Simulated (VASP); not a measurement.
# Cr3Cu (Pm-3m) in VASP: a series of runs

Runs on Cr3Cu. Level: LDA. Tasks: single point.

Everything below comes from runs of VASP 6.6.1. Logs are shortened: lines on timing, memory, paths and dates and some standing lists are left out, and cuts for length are marked.

**1. The cell of the first run**

It takes space group Pm-3m (No. 221, cubic). The conventional cell has a = 3.632 Å, b = 3.632 Å, c = 3.632 Å, α = 90.00°, β = 90.00°, γ = 90.00°. Cr (site symmetry 4/mmm) has 8 Cr at 2.57 Å and 4 Cu at 2.57 Å within 3.4 Å. Within 3.4 Å of Cu (site symmetry m-3m) lie 12 Cr at 2.57 Å.

**2. Single point, LDA, collinear spin, ferromagnetic start**

INCAR reads:

```
PREC     = Accurate       # precision mode
ENCUT    = 520            # plane-wave cutoff, eV
EDIFF    = 1E-6           # SCF threshold, eV
ISMEAR   = -1             # smearing method
SIGMA    = 0.1            # smearing width, eV
LREAL    = F              # projectors in reciprocal space
LASPH    = T              # aspherical terms in the spheres
NELM     = 150            # most SCF steps
ALGO     = Normal         # electronic algorithm
ISIF     = 2              # what is computed and relaxed
LWAVE    = F              # write WAVECAR
LCHARG   = T              # write CHGCAR
ISPIN    = 2              # spin polarisation
MAGMOM   = 2.1 2.1 2.1 0  # initial moments
LORBIT   = 11             # projections on sites
LMAXMIX  = 4              # l up to which the mixer works
GGA      = CA             # functional
LELF     = T              # ELF
LVHAR    = T            
NBANDS   = 36             # bands
```

KPOINTS reads:

```
regular mesh
0
Gamma
  7 7 7
```

POSCAR reads:

```
Cr3Cu
1.0
    3.6316872674      0.0000000000      0.0000000000
    0.0000000000      3.6316872674      0.0000000000
    0.0000000000      0.0000000000      3.6316872674
Cr Cu
3 1
Direct
    0.0000000000      0.5000000000      0.5000000000
    0.5000000000      0.0000000000      0.5000000000
    0.5000000000      0.5000000000      0.0000000000
    0.0000000000      0.0000000000      0.0000000000
```

Potentials or basis: VASP PAW LDA potentials, release 64 (Cr_pv, Cu).

On the command line:

```console
cat potpaw_LDA.64/Cr_pv/POTCAR potpaw_LDA.64/Cu/POTCAR > POTCAR
mpirun -np 1 vasp_std > vasp.out
```

OUTCAR:

```text
PREC = Accurate
   ENCUT = 520
   EDIFF = 1E-6
   ISMEAR = -1
   LREAL = F
   LASPH = T
   NELM = 150
   ISIF = 2
   ISPIN = 2
   LORBIT = 11
   GGA = CA

 ion  position               nearest neighbor table
   1  0.000  0.500  0.500-   2 2.57   3 2.57   4 2.57   3 2.57   4 2.57   2 2.57   4 2.57   4 2.57
                             2 2.57   3 2.57   3 2.57   2 2.57
   2  0.500  0.000  0.500-   1 2.57   3 2.57   4 2.57   3 2.57   4 2.57   1 2.57   3 2.57   3 2.57
                             1 2.57   4 2.57   4 2.57   1 2.57
   3  0.500  0.500  0.000-   1 2.57   2 2.57   4 2.57   1 2.57   2 2.57   2 2.57   4 2.57   2 2.57
                             1 2.57   4 2.57   1 2.57   4 2.57
   4  0.000  0.000  0.000-   1 2.57   2 2.57   3 2.57   1 2.57   2 2.57   1 2.57   3 2.57   1 2.57
                             2 2.57   3 2.57   2 2.57   3 2.57

  LATTYP: Found a simple cubic cell.
 ALAT       =     3.6316872674

  Lattice vectors:

 A1 = (   3.6316872674,   0.0000000000,   0.0000000000)
 A2 = (   0.0000000000,   3.6316872674,   0.0000000000)
 A3 = (   0.0000000000,   0.0000000000,   3.6316872674)

Analysis of symmetry for initial positions (statically):
=====================================================================
 Subroutine PRICEL returns:
 Original cell was already a primitive cell.

 Routine SETGRP: Setting up the symmetry group for a
 simple cubic supercell.

 Subroutine GETGRP returns: Found 48 space group operations
 (whereof 48 operations were pure point group operations)
 out of a pool of 48 trial point group operations.

The static configuration has the point symmetry O_h .

Analysis of symmetry for dynamics (positions and initial velocities):
=====================================================================
 Subroutine PRICEL returns:
 Original cell was already a primitive cell.

 Routine SETGRP: Setting up the symmetry group for a
 simple cubic supercell.

 Subroutine GETGRP returns: Found 48 space group operations
 (whereof 48 operations were pure point group operations)
 out of a pool of 48 trial point group operations.

The dynamic configuration has the point symmetry O_h .

Analysis of structural, dynamic, and magnetic symmetry:
=====================================================================
 Subroutine PRICEL returns:
 Original cell was already a primitive cell.

 Routine SETGRP: Setting up the symmetry group for a
 simple cubic supercell.

 Subroutine GETGRP returns: Found 48 space group operations
 (whereof 48 operations were pure point group operations)
 out of a pool of 48 trial point group operations.

[... 128 lines left out ...]
   LEPSILON=     F    determine dielectric tensor
   LRPA    =     F    only Hartree local field effects (RPA)
 spin polarized calculation
  energy-cutoff  :      520.00
  volume of cell :       47.90
 maximum number of plane-waves:      1309
 NGX is ok and might be reduce to    28
   NGX = 13   NGY = 13   NGZ = 13

 number of electron      46.9999982 magnetization       0.0005075

 number of electron      46.9999982 magnetization      -0.0002629

 Free energy of the ion-electron system (eV)
  ---------------------------------------------------
  ext. energy  EPLUGINS =         0.00000000
  ---------------------------------------------------
  free energy    TOTEN  =       -35.21803242 eV

  energy without entropy =      -35.10380084  energy(sigma->0) =      -35.16091663

 E-fermi :   9.4178     XC(G=0): -13.6067

 val. band max:        9.3414695137   @ k =   0.2857   0.1429   0.1429
 cond. band min:       9.4606914598   @ k =   0.4286   0.0000   0.0000
 fundamental gap:      0.1192219461
 Fermi energy:         9.4178448784

 spin component 1

 k-point     1 :       0.0000    0.0000    0.0000
  band No.  band energies     occupation
      1     -33.3535      1.00000
      2     -33.3535      1.00000
      3     -33.3535      1.00000
      4     -33.0187      1.00000
      5     -33.0187      1.00000
      6     -33.0187      1.00000
[... 749 lines left out ...]
     34      15.0481      0.00000
     35      15.0482      0.00000
 Fermi energy:         9.4178448784

 spin component 2

 k-point     1 :       0.0000    0.0000    0.0000
  band No.  band energies     occupation
      1     -33.3535      1.00000
      2     -33.3535      1.00000
      3     -33.3535      1.00000
      4     -33.0187      1.00000
      5     -33.0187      1.00000
      6     -33.0187      1.00000
[... 749 lines left out ...]
     34      15.0480      0.00000
     35      15.0480      0.00000
 [bands above 35 left out]

------------------------ aborting loop because EDIFF is reached ----------------------------------------

  FORCE on cell =-STRESS in cart. coord.  units (eV):
  Direction    XX          YY          ZZ          XY          YZ          ZX
  --------------------------------------------------------------------------------------
  -------------------------------------------------------------------------------------
  Total       -6.1294958     -6.1294958     -6.1294958     -0.0000000     -0.0000000      0.0000000
  in kB     -205.0265013   -205.0265013   -205.0265013     -0.0000000     -0.0000000      0.0000000
  external PRESSURE =    -205.0265013 kB  Pullay stress =       0.0000000 kB

 VOLUME and BASIS-vectors are now :
 -----------------------------------------------------------------------------
  energy-cutoff  :      520.00
  volume of cell :       47.90
      direct lattice vectors                 reciprocal lattice vectors
     3.631687267  0.000000000  0.000000000     0.275354106  0.000000000  0.000000000
     0.000000000  3.631687267  0.000000000     0.000000000  0.275354106  0.000000000
     0.000000000  0.000000000  3.631687267     0.000000000  0.000000000  0.275354106

 POSITION                                       TOTAL-FORCE (eV/Angst)
 -----------------------------------------------------------------------------------
      0.00000      1.81584      1.81584         0.000000      0.000000      0.000000
      1.81584      0.00000      1.81584         0.000000      0.000000      0.000000
      1.81584      1.81584      0.00000         0.000000      0.000000      0.000000
      0.00000      0.00000      0.00000         0.000000      0.000000      0.000000
 -----------------------------------------------------------------------------------
    total drift:                                0.000000      0.000000      0.000000

  FREE ENERGIE OF THE ION-ELECTRON SYSTEM (eV)
  ---------------------------------------------------
  free  energy   TOTEN  =       -35.2180324197 eV

  energy  without entropy=      -35.1038008448  energy(sigma->0) =      -35.16091663

 total charge

# of ion       s       p       d       tot
------------------------------------------
    1        0.395   6.324   4.192  10.911
    2        0.395   6.324   4.192  10.911
    3        0.395   6.324   4.192  10.911
    4        0.546   0.575   9.069  10.190
--------------------------------------------------
tot          1.731  19.547  21.645  42.924

 magnetization (x)

# of ion       s       p       d       tot
------------------------------------------
    1        0.000   0.000  -0.000  -0.000
    2        0.000   0.000  -0.000  -0.000
    3        0.000   0.000  -0.000  -0.000
    4       -0.000  -0.000  -0.000  -0.000
--------------------------------------------------
tot         -0.000  -0.000  -0.000  -0.000
```

OSZICAR:

```text
N       E                     dE             d eps       ncg     rms          rms(c)
DAV:   1     0.519434977331E+03    0.51943E+03   -0.24834E+04  3040   0.183E+03
DAV:   2    -0.701835902833E+01   -0.52645E+03   -0.50388E+03  2904   0.476E+02
DAV:   3    -0.395563126666E+02   -0.32538E+02   -0.29836E+02  3036   0.136E+02
DAV:   4    -0.404478367706E+02   -0.89152E+00   -0.88669E+00  3472   0.241E+01
DAV:   5    -0.405117206630E+02   -0.63884E-01   -0.63617E-01  4784   0.545E+00    0.258E+01
DAV:   6    -0.381828701931E+02    0.23289E+01   -0.59047E+01  3556   0.159E+02    0.123E+01
DAV:   7    -0.355832837037E+02    0.25996E+01   -0.20500E+01  3792   0.628E+01    0.690E+00
DAV:   8    -0.352971184937E+02    0.28617E+00   -0.28586E+00  4176   0.372E+01    0.247E+00
DAV:   9    -0.352301283059E+02    0.66990E-01   -0.48895E-01  4116   0.133E+01    0.122E+00
DAV:  10    -0.352227633437E+02    0.73650E-02   -0.37203E-02  3600   0.138E+00    0.677E-01
DAV:  11    -0.352186774803E+02    0.40859E-02   -0.25189E-02  3648   0.360E+00    0.265E-01
DAV:  12    -0.352180040685E+02    0.67341E-03   -0.48468E-03  3848   0.137E+00    0.515E-02
DAV:  13    -0.352180295251E+02   -0.25457E-04   -0.15344E-04  3804   0.103E-01    0.152E-02
DAV:  14    -0.352180316575E+02   -0.21324E-05   -0.57463E-06  3048   0.414E-02    0.886E-03
DAV:  15    -0.352180324197E+02   -0.76218E-06   -0.86678E-07  1944   0.904E-03
   1 F= -.35218032E+02 E0= -.35160917E+02  d E =-.114232E+00  mag=     0.0000
```

Wall time 62 s (1 thread of AMD EPYC 9R45 (Zen 5), shared host); peak memory 0.14 GiB.

What came out:

```yaml
Free_energy: -35.2180 eV
Pressure: -20.5 GPa
Net_moment: 0.00 μB per cell
Valence_electrons_inside_the_program's_atomic_spheres: Cr 10.91; Cu 10.19
```

Levels at points of the mesh, in eV from the Fermi level:
Spin up:
| k point | band 20 | band 21 | band 22 | band 23 | band 24 | band 25 | band 26 | band 27 |
| --- | --- | --- | --- | --- | --- | --- | --- | --- |
| (0.00, 0.00, 0.00) | -0.93 | -0.93 | 1.04 | 1.04 | 1.04 | 1.68 | 1.68 | 2.32 |
Spin down:
```tsv
k point	band 20	band 21	band 22	band 23	band 24	band 25	band 26	band 27
(0.00, 0.00, 0.00)	-0.93	-0.93	1.04	1.04	1.04	1.68	1.68	2.32
```

Caveat: the starting moments collapsed, and a magnetic state may lie lower.

**3. Single point, LDA, collinear spin, ferromagnetic start**

This run uses another cell than the first one, of 12.27 Å³/atom, 1.024 times its volume.

INCAR reads:

```
SYSTEM = Cr3Cu
PREC = Accurate ; ENCUT = 520
EDIFF = 1E-6 ; ISMEAR = -1
SIGMA = 0.1 ; LREAL = .FALSE.
LASPH = .TRUE. ; NELM = 150
ALGO = Normal ; ISIF = 2
LWAVE = .FALSE. ; LCHARG = .FALSE.
ISPIN = 2 ; MAGMOM = 2.1 2.1 2.1 0
LORBIT = 11 ; LMAXMIX = 4
NBANDS = 36
```

KPOINTS reads:

```
regular mesh
0
G
  7 7 7
  0 0 0
```

POSCAR reads:

```
Cr3Cu
1.0
    3.6609763327      0.0000000000      0.0000000000
    0.0000000000      3.6609763327      0.0000000000
    0.0000000000      0.0000000000      3.6609763327
Cr Cu
3 1
Direct
    0.0000000000      0.5000000000      0.5000000000
    0.5000000000      0.0000000000      0.5000000000
    0.5000000000      0.5000000000      0.0000000000
    0.0000000000      0.0000000000      0.0000000000
```

Potentials or basis: VASP PAW LDA potentials, release 64 (Cr_pv, Cu).

On the command line:

```console
cat potpaw_LDA.64/Cr_pv/POTCAR potpaw_LDA.64/Cu/POTCAR > POTCAR
mpirun -np 1 vasp_std > vasp.out
```

Wall time 60 s (1 thread of AMD EPYC 9R45 (Zen 5), shared host); peak memory 0.14 GiB.

Results (log left out):

| Item | Value |
| --- | --- |
| Free energy | -35.0538 eV |
| Pressure | -24.3 GPa |
| Net moment | 0.00 μB per cell |
| Valence electrons inside the program's atomic spheres | Cr 10.87; Cu 10.16 |

Levels at points of the mesh, in eV from the Fermi level:
Spin up:
```
           k point  band 21  band 22  band 23  band 24  band 25  band 26
(0.00, 0.00, 0.00)    -0.91     1.00     1.00     1.00     1.62     1.62
```
Spin down:
```
           k point  band 19  band 20  band 21  band 22  band 23  band 24  band 25  band 26  band 27  band 28
(0.00, 0.00, 0.00)    -1.65    -0.91    -0.91     1.00     1.00     1.00     1.62     1.62     2.25     2.63
```

Caveat: the starting moments collapsed, and a magnetic state may lie lower.
